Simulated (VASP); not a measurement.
# HfC (Imm2) in VASP: notebook

Runs on HfC. Level: PBE. Tasks: single point.

Everything below comes from runs of VASP 6.6.1. Logs are shortened: lines on timing, memory, paths and dates and some standing lists are left out, and cuts for length are marked.

## 1. The cell of the first run

The structure is orthorhombic, space group Imm2 (No. 44). The conventional cell has a = 2.793 Å, b = 4.994 Å, c = 3.695 Å, α = 90.00°, β = 90.00°, γ = 90.00°. Within 2.4 Å of Hf (site symmetry mm2) lie 2 C at 1.80 Å. Within 2.4 Å of C (site symmetry mm2) lie 2 Hf at 1.80 Å.

## 2. Single point, PBE

Input file INCAR:

```
PREC = Accurate ; ENCUT = 520
EDIFF = 1E-6 ; ISMEAR = 0
SIGMA = 0.025 ; LREAL = False
LASPH = True ; NELM = 60
ALGO = Normal ; ISIF = 2
LWAVE = False ; LCHARG = False
GGA = PE ; NBANDS = 14
```

Input file KPOINTS:

```
Automatic mesh
0
Gamma
  12 12 12
```

Input file POSCAR:

```
HfC
1.0
   -1.3966732300      2.4971805100      1.8473367300
    1.3966732300     -2.4971805100      1.8473367300
    1.3966732300      2.4971805100     -1.8473367300
Hf C
1 1
Direct
    0.9847118300      0.9847118300      0.0000000000
    0.6794548300      0.1794548300      0.5000000000
```

Potentials or basis: VASP PAW PBE potentials, release 64 (Hf_pv, C).

Command:

```sh
> cat potpaw_PBE.64/Hf_pv/POTCAR potpaw_PBE.64/C/POTCAR > POTCAR
> mpirun -np 1 vasp_std > vasp.out
```

OUTCAR:

```text
PREC = Accurate
   ENCUT = 520
   EDIFF = 1E-6
   ISMEAR = 0
   LREAL = False
   LASPH = True
   NELM = 60
   ISIF = 2
   GGA = PE

 ion  position               nearest neighbor table
   1  0.985  0.985  0.000-   2 1.80   2 1.80   2 2.60   2 2.60   2 2.92   2 2.92
   2  0.679  0.179  0.500-   1 1.80   1 1.80   1 2.60   1 2.60   1 2.92   1 2.92

  LATTYP: Found a body centered orthorhombic cell.
 ALAT       =     2.7933464600
 B/A-ratio  =     1.3226692474
 C/A-ratio  =     1.7879490036

  Lattice vectors:

 A1 = (   1.3966732300,  -2.4971805100,  -1.8473367300)
 A2 = (  -1.3966732300,  -2.4971805100,   1.8473367300)
 A3 = (  -1.3966732300,   2.4971805100,  -1.8473367300)

Analysis of symmetry for initial positions (statically):
=====================================================================
 Subroutine PRICEL returns:
 Original cell was already a primitive cell.

 Routine SETGRP: Setting up the symmetry group for a
 body centered orthorhombic supercell.

 Subroutine GETGRP returns: Found  4 space group operations
 (whereof  4 operations were pure point group operations)
 out of a pool of  8 trial point group operations.

The static configuration has the point symmetry C_2v.

Analysis of symmetry for dynamics (positions and initial velocities):
=====================================================================
 Subroutine PRICEL returns:
 Original cell was already a primitive cell.

 Routine SETGRP: Setting up the symmetry group for a
 body centered orthorhombic supercell.

 Subroutine GETGRP returns: Found  4 space group operations
 (whereof  4 operations were pure point group operations)
 out of a pool of  8 trial point group operations.

The dynamic configuration has the point symmetry C_2v.

 Subroutine INISYM returns: Found  4 space group operations
 (whereof  4 operations are pure point group operations),
 and found     1 'primitive' translations

----------------------------------------------------------------------------------------

                                     Primitive cell

  volume of cell :      25.7722

  direct lattice vectors                    reciprocal lattice vectors
    -1.396673230  2.497180510  1.847336730     0.000000000  0.200225814  0.270659914
     1.396673230 -2.497180510  1.847336730     0.357993544  0.000000000  0.270659914
     1.396673230  2.497180510 -1.847336730     0.357993544  0.200225814  0.000000000

  length of vectors
     3.405768578  3.405768578  3.405768578     0.336670708  0.448794125  0.410182587

  position of ions in fractional coordinates (direct lattice)
     0.984711830  0.984711830  0.000000000
     0.679454830  0.179454830  0.500000000

  ion indices of the primitive-cell ions
   primitive index   ion index
                 1           1
                 2           2

----------------------------------------------------------------------------------------

 KPOINTS: Automatic mesh

Automatic generation of k-mesh.
 Grid dimensions read from file:
 generate k-points for:   12   12   12

 Generating k-lattice:

  Cartesian coordinates                     Fractional coordinates (reciprocal lattice)
     0.000000000  0.016685484  0.022554993     0.083333333  0.000000000  0.000000000
     0.029832795  0.000000000  0.022554993     0.000000000  0.083333333  0.000000000
     0.029832795  0.016685484  0.000000000     0.000000000  0.000000000  0.083333333

  Length of vectors
     0.028055892  0.037399510  0.034181882

  Shift w.r.t. Gamma in fractional coordinates (k-lattice)
     0.000000000  0.000000000  0.000000000

 Subroutine IBZKPT returns following result:
 ===========================================

 Found    280 irreducible k-points:

 Following reciprocal coordinates:
            Coordinates               Weight
  0.000000  0.000000  0.000000      1.000000
  0.083333  0.000000  0.000000      4.000000
  0.166667  0.000000 -0.000000      4.000000
  0.250000  0.000000 -0.000000      4.000000
  0.333333  0.000000 -0.000000      4.000000
  0.416667  0.000000 -0.000000      4.000000
[... 16 lines left out ...]
  0.250000  0.166667 -0.000000      8.000000
  0.333333  0.166667 -0.000000      8.000000
 [... further k-points ...]
   k-points           NKPTS =    280   k-points in BZ     NKDIM =    280   number of bands    NBANDS=     14
   number of dos      NEDOS =    301   number of ions     NIONS =      2
   total plane-waves  NPLWV =  21952
   dimension x,y,z NGX =    28 NGY =   28 NGZ =   28
   dimension x,y,z NGXF=    56 NGYF=   56 NGZF=   56
   ions per type =               1   1
   NGX,Y,Z   is equivalent  to a cutoff of  13.67, 13.67, 13.67 a.u.
   NGXF,Y,Z  is equivalent  to a cutoff of  27.34, 27.34, 27.34 a.u.
 SYSTEM =  unknown system
   PREC   = accura    normal or accurate (medium, high low for compatibility)
   ISTART =      0    job   : 0-new  1-cont  2-samecut
   ICHARG =      2    charge: 1-file 2-atom 10-const
   ISPIN  =      1    spin polarized calculation?
   LNONCOLLINEAR =      F non collinear calculations
   LSORBIT =      F    spin-orbit coupling
   LASPH  =      T    aspherical Exc in radial PAW
   ENCUT  =  520.0 eV  38.22 Ry    6.18 a.u.   6.33  6.33  6.33*2*pi/ulx,y,z
   NELM   =     60;   NELMIN=  2; NELMDL= -5     # of ELM steps
   EDIFF  = 0.1E-05   stopping-criterion for ELM
   LREAL  =      F    real-space projection
   EDIFFG = 0.1E-04   stopping-criterion for IOM
   NSW    =      0    number of steps for IOM
   IBRION =     -1    ionic relax: 0-MD 1-quasi-New 2-CG
   NFREE  =      0    steps in history (QN), initial steepest desc. (CG)
   ISIF   =      2    stress and relaxation
   ISYM   =      2    0-nonsym 1-usesym 2-fastsym
   POTIM  = 0.5000    time-step for ionic-motion
   TEBEG  =    0.0;   TEEND  =   0.0 temperature during run
   PSTRESS=    0.0 pullay stress
   NELECT =      14.0000    total number of electrons
   NUPDOWN=      -1.0000    fix difference up-down
   EMIN   =  10.00;   EMAX   =-10.00  energy-range for DOS
   EFERMI =   0.00;   METHOD = LEGACY
   ISMEAR =     0;   SIGMA  =   0.03  broadening in eV -4-tet -1-fermi 0-gaus
   EFERMI_NEDOS =   21; number of points for ismear=-14 and -15
   IALGO  =     38    algorithm
   IMIX   =      4    mixing-type and parameters
     AMIX     =   0.40;   BMIX     =  1.00
     AMIX_MAG =   1.60;   BMIX_MAG =  1.00
  volume/ion in A,a.u.               =      12.89        86.96
  Fermi-wavevector in a.u.,A,eV,Ry     =   1.335777  2.524252 24.276872  1.784300
  Thomas-Fermi vector in A             =   2.464455
   LORBIT       =      0    0 simple, 1 ext, 2 COOP (PROOUT), +10 PAW based schemes
   GGA     = PE    functional components
   LHFCALC =     F    Hartree Fock is set to
   AEXX    =    0.0000 exact exchange contribution
   IVDW    =     0    specifies the selected vdW correction
   LEPSILON=     F    determine dielectric tensor
   LRPA    =     F    only Hartree local field effects (RPA)
 non-spin polarized calculation
 Gauss-broadening in eV      SIGMA  =   0.03
  energy-cutoff  :      520.00
  volume of cell :       25.77
 maximum number of plane-waves:       719
 NGX is ok and might be reduce to    28
   NGX = 13   NGY = 13   NGZ = 13

 number of electron      14.0000001 magnetization

 Free energy of the ion-electron system (eV)
  ---------------------------------------------------
  ext. energy  EPLUGINS =         0.00000000
  ---------------------------------------------------
  free energy    TOTEN  =       -16.62068212 eV

  energy without entropy =      -16.62068212  energy(sigma->0) =      -16.62068212

 E-fermi :   6.1330     XC(G=0): -11.8680

 val. band max:        5.8886356546   @ k =   0.0833   0.4167   0.0833
 cond. band min:       6.2527752458   @ k =   0.1667  -0.4167   0.0833
 fundamental gap:      0.3641395912
 Fermi energy:         6.1330121293

 k-point     1 :       0.0000    0.0000    0.0000
  band No.  band energies     occupation
      1     -23.9668      2.00000
      2     -23.7460      2.00000
      3     -23.4195      2.00000
      4      -5.9935      2.00000
      5       1.6314      2.00000
      6       2.6903      2.00000
      7       4.5476      2.00000
      8       7.8374      0.00000
      9       9.7364      0.00000
     10      10.9283      0.00000
     11      12.2008      0.00000
     12      13.1705      0.00000
     13      15.4471      0.00000
     14      16.3708      0.00000

 k-point     2 :       0.0833    0.0000    0.0000
  band No.  band energies     occupation
      1     -23.9857      2.00000
      2     -23.7612      2.00000
      3     -23.4220      2.00000
      4      -5.8669      2.00000
      5       1.5460      2.00000
      6       2.6619      2.00000
      7       4.5076      2.00000
      8       7.7168      0.00000
      9       9.8133      0.00000
     10      10.9600      0.00000
     11      12.1005      0.00000
     12      13.6996      0.00000
     13      15.6898      0.00000
     14      16.5806      0.00000

 k-point     3 :       0.1667    0.0000   -0.0000
  band No.  band energies     occupation
      1     -24.0474      2.00000
      2     -23.7917      2.00000
      3     -23.4288      2.00000
      4      -5.5098      2.00000
      5       1.3049      2.00000
      6       2.5605      2.00000
      7       4.3980      2.00000
      8       7.5916      0.00000
      9      10.0481      0.00000
     10      10.6543      0.00000
     11      12.6115      0.00000
     12      14.5638      0.00000
     13      16.3019      0.00000
     14      17.1606      0.00000

 k-point     4 :       0.2500    0.0000   -0.0000
  band No.  band energies     occupation
      1     -24.1465      2.00000
      2     -23.8159      2.00000
      3     -23.4381      2.00000
      4      -4.9884      2.00000
      5       0.9534      2.00000
      6       2.3713      2.00000
      7       4.2486      2.00000
      8       7.7566      0.00000
      9      10.2576      0.00000
     10      10.4290      0.00000
     11      13.4141      0.00000
     12      15.1899      0.00000
     13      16.9206      0.00000
     14      17.9726      0.00000

 k-point     5 :       0.3333    0.0000   -0.0000
  band No.  band energies     occupation
      1     -24.2525      2.00000
      2     -23.8301      2.00000
      3     -23.4473      2.00000
      4      -4.4103      2.00000
      5       0.5590      2.00000
      6       2.1421      2.00000
      7       4.1008      2.00000
      8       8.2372      0.00000
      9      10.0254      0.00000
     10      10.8891      0.00000
     11      13.7458      0.00000
[... 276 lines left out ...]
 k-point    22 :       0.1667    0.1667   -0.0000
  band No.  band energies     occupation
      1     -24.1599      2.00000
      2     -23.8691      2.00000
      3     -23.8091      2.00000
      4      -4.1660      2.00000
      5       1.2578      2.00000
      6       2.4966      2.00000
      7       3.8792      2.00000
      8       7.5421      0.00000
      9       9.3477      0.00000
     10      11.2952      0.00000
     11      13.4476      0.00000
     12      14.4271      0.00000
     13      18.0824      0.00000
     14      19.2394      0.00000

 k-point    23 :       0.2500    0.1667   -0.0000
  band No.  band energies     occupation
      1     -24.2301      2.00000
      2     -23.8944      2.00000
      3     -23.8205      2.00000
      4      -3.7160      2.00000
      5       0.9227      2.00000
      6       2.4555      2.00000
      7       3.7858      2.00000
      8       7.6314      0.00000
      9       9.8175      0.00000
     10      11.5752      0.00000
     11      13.3124      0.00000
     12      14.9084      0.00000
     13      17.9057      0.00000
     14      19.2849      0.00000

 k-point    24 :       0.3333    0.1667   -0.0000
  band No.  band energies     occupation
      1     -24.2791      2.00000
      2     -23.9142      2.00000
      3     -23.8224      2.00000
      4      -3.4030      2.00000
      5       0.6920      2.00000
      6       2.4404      2.00000
      7       3.6932      2.00000
      8       7.8469      0.00000
      9       9.8941      0.00000
     10      12.0488      0.00000
     11      13.0675      0.00000
     12      14.9111      0.00000
     13      18.0340      0.00000
     14      19.4191      0.00000

 [... further k-points ...]
[... 5 lines left out ...]
  --------------------------------------------------------------------------------------
  -------------------------------------------------------------------------------------
  Total       27.2478035     -3.8449802      9.4179330      0.0000000      0.0000000      0.0000000
  in kB     1693.9136948   -239.0308153    585.4844662      0.0000000      0.0000000      0.0000000
  external PRESSURE =     680.1224486 kB  Pullay stress =       0.0000000 kB

 VOLUME and BASIS-vectors are now :
 -----------------------------------------------------------------------------
  energy-cutoff  :      520.00
  volume of cell :       25.77
      direct lattice vectors                 reciprocal lattice vectors
    -1.396673230  2.497180510  1.847336730     0.000000000  0.200225814  0.270659914
     1.396673230 -2.497180510  1.847336730     0.357993544  0.000000000  0.270659914
     1.396673230  2.497180510 -1.847336730     0.357993544  0.200225814  0.000000000

 POSITION                                       TOTAL-FORCE (eV/Angst)
 -----------------------------------------------------------------------------------
      0.00000      0.00000      3.63819         0.000000     -0.000000     11.755983
      0.00000      2.49718      0.66303        -0.000000      0.000000    -11.755983
 -----------------------------------------------------------------------------------
    total drift:                                0.000000     -0.000000     -0.000125

  FREE ENERGIE OF THE ION-ELECTRON SYSTEM (eV)
  ---------------------------------------------------
  free  energy   TOTEN  =       -16.6206821231 eV

  energy  without entropy=      -16.6206821231  energy(sigma->0) =      -16.62068212
```

Wall time 81 s (1 thread of Intel Xeon Platinum 8488C (Sapphire Rapids), shared host); peak memory 0.24 GiB.

Results:

* Free energy: -16.6207 eV
* Pressure: 68.0 GPa
* Largest force: 11.756 eV/Å
* Band gap on the k mesh: 0.36 eV, indirect (least direct gap 0.86 eV)

Forces on the atoms (eV/Å):
```
Hf    0.000   0.000  11.756
C     0.000   0.000 -11.756
```

Stress tensor (GPa, compression positive):
```
169.39   0.00   0.00
  0.00 -23.90   0.00
  0.00   0.00  58.55
```

Levels at points of the mesh, in eV from the valence-band top:
```
           k point  band 4  band 5  band 6  band 7  band 8  band 9  band 10  band 11
(0.00, 0.00, 0.00)  -11.88   -4.26   -3.20   -1.34    1.95    3.85     5.04     6.31
(0.50, 0.00, 0.00)   -9.62   -5.81   -3.99   -1.93    3.04    4.47     5.56     6.76
(0.00, 0.50, 0.00)   -9.65   -4.09   -1.65   -0.09    2.05    4.11     5.25     5.73
(0.50, 0.50, 0.00)   -8.35   -5.71   -2.58   -2.43    3.27    4.75     5.02     6.50
(0.50, 0.50, 0.50)  -10.08   -5.19   -3.34   -0.86    3.15    5.66     6.75     6.90
```

Caveat: spin-orbit coupling is left out, which moves the levels of the heavy elements; forces of over 1 eV/Å act on the atoms, so gaps and moduli don't describe the material at rest.

## 3. Single point, PBE

Input file INCAR:

```
PREC = Accurate ; ENCUT = 520
EDIFF = 1E-6 ; ISMEAR = 0
SIGMA = 0.027000000000000003 ; LREAL = F
LASPH = T ; NELM = 80
ALGO = Normal ; ISIF = 2
LWAVE = F ; LCHARG = F
GGA = PE ; NBANDS = 14
```

Input file KPOINTS:

```
regular mesh
0
Gamma
  12 12 12
```

POSCAR is that of step 2.

Potentials or basis: VASP PAW PBE potentials, release 64 (Hf_pv, C).

Command:

```sh
> cat potpaw_PBE.64/Hf_pv/POTCAR potpaw_PBE.64/C/POTCAR > POTCAR
> mpirun -np 1 vasp_std > vasp.out
```

OUTCAR:

```text
PREC = Accurate
   ENCUT = 520
   EDIFF = 1E-6
   ISMEAR = 0
   LREAL = F
   LASPH = T
   NELM = 80
   ISIF = 2
   GGA = PE

 ion  position               nearest neighbor table
   1  0.985  0.985  0.000-   2 1.80   2 1.80   2 2.60   2 2.60   2 2.92   2 2.92
   2  0.679  0.179  0.500-   1 1.80   1 1.80   1 2.60   1 2.60   1 2.92   1 2.92

  LATTYP: Found a body centered orthorhombic cell.
 ALAT       =     2.7933464600
 B/A-ratio  =     1.3226692474
 C/A-ratio  =     1.7879490036

  Lattice vectors:

[... 587 lines left out ...]
      9       9.8941      0.00000
     10      12.0488      0.00000
     11      13.0675      0.00000
     12      14.9111      0.00000
     13      18.0340      0.00000
     14      19.4191      0.00000

 [... further k-points ...]
[... 5 lines left out ...]
  --------------------------------------------------------------------------------------
  -------------------------------------------------------------------------------------
  Total       27.2478036     -3.8449803      9.4179330      0.0000000      0.0000000      0.0000000
  in kB     1693.9136961   -239.0308169    585.4844679      0.0000000      0.0000000      0.0000000
  external PRESSURE =     680.1224490 kB  Pullay stress =       0.0000000 kB

 VOLUME and BASIS-vectors are now :
 -----------------------------------------------------------------------------
  energy-cutoff  :      520.00
  volume of cell :       25.77
      direct lattice vectors                 reciprocal lattice vectors
    -1.396673230  2.497180510  1.847336730     0.000000000  0.200225814  0.270659914
     1.396673230 -2.497180510  1.847336730     0.357993544  0.000000000  0.270659914
     1.396673230  2.497180510 -1.847336730     0.357993544  0.200225814  0.000000000

 POSITION                                       TOTAL-FORCE (eV/Angst)
 -----------------------------------------------------------------------------------
      0.00000      0.00000      3.63819         0.000000     -0.000000     11.755983
      0.00000      2.49718      0.66303        -0.000000      0.000000    -11.755983
 -----------------------------------------------------------------------------------
    total drift:                                0.000000     -0.000000     -0.000125

  FREE ENERGIE OF THE ION-ELECTRON SYSTEM (eV)
  ---------------------------------------------------
  free  energy   TOTEN  =       -16.6206821231 eV

  energy  without entropy=      -16.6206821231  energy(sigma->0) =      -16.62068212
```

OSZICAR:

```text
N       E                     dE             d eps       ncg     rms          rms(c)
DAV:   1     0.350871398209E+02    0.35087E+02   -0.74289E+03  7856   0.952E+02
DAV:   2    -0.192501357700E+02   -0.54337E+02   -0.50413E+02 10238   0.213E+02
DAV:   3    -0.210971666276E+02   -0.18470E+01   -0.18405E+01  9700   0.301E+01
DAV:   4    -0.211068580198E+02   -0.96914E-02   -0.96907E-02  9304   0.266E+00
DAV:   5    -0.211069413894E+02   -0.83370E-04   -0.83369E-04  9690   0.212E-01    0.857E+01
DAV:   6    -0.167015722709E+02    0.44054E+01   -0.13642E+01  7948   0.239E+01    0.470E+01
DAV:   7    -0.166319748122E+02    0.69597E-01   -0.83042E-01  9514   0.660E+00    0.225E+01
DAV:   8    -0.166261067057E+02    0.58681E-02   -0.64520E-02  9940   0.198E+00    0.275E+00
DAV:   9    -0.166208535651E+02    0.52531E-02   -0.17442E-02  9334   0.946E-01    0.175E+00
DAV:  10    -0.166207315068E+02    0.12206E-03   -0.15022E-03  9844   0.260E-01    0.369E-01
DAV:  11    -0.166206813887E+02    0.50118E-04   -0.19617E-04  9118   0.998E-02    0.108E-01
DAV:  12    -0.166206823950E+02   -0.10063E-05   -0.12747E-05 10216   0.285E-02    0.188E-02
DAV:  13    -0.166206821231E+02    0.27187E-06   -0.48882E-07  6062   0.607E-03
   1 F= -.16620682E+02 E0= -.16620682E+02  d E =-.201147E-12
```

Run time: 89 s. Hardware: 1 thread of Intel Xeon Platinum 8488C (Sapphire Rapids), shared host; peak memory 0.24 GiB.

Results:

| Item | Value |
| --- | --- |
| Free energy | -16.6207 eV |
| Pressure | 68.0 GPa |
| Largest force | 11.756 eV/Å |
| Band gap on the k mesh | 0.36 eV, indirect (least direct gap 0.86 eV) |

Forces in eV/Å, atoms in the order of the input:
```
Hf    0.000   0.000  11.756
C     0.000   0.000 -11.756
```

Stress tensor (GPa, compression positive):
```
169.39   0.00   0.00
  0.00 -23.90   0.00
  0.00   0.00  58.55
```

Caveat: spin-orbit coupling is left out, which moves the levels of the heavy elements; forces of over 1 eV/Å act on the atoms, so gaps and moduli don't describe the material at rest.
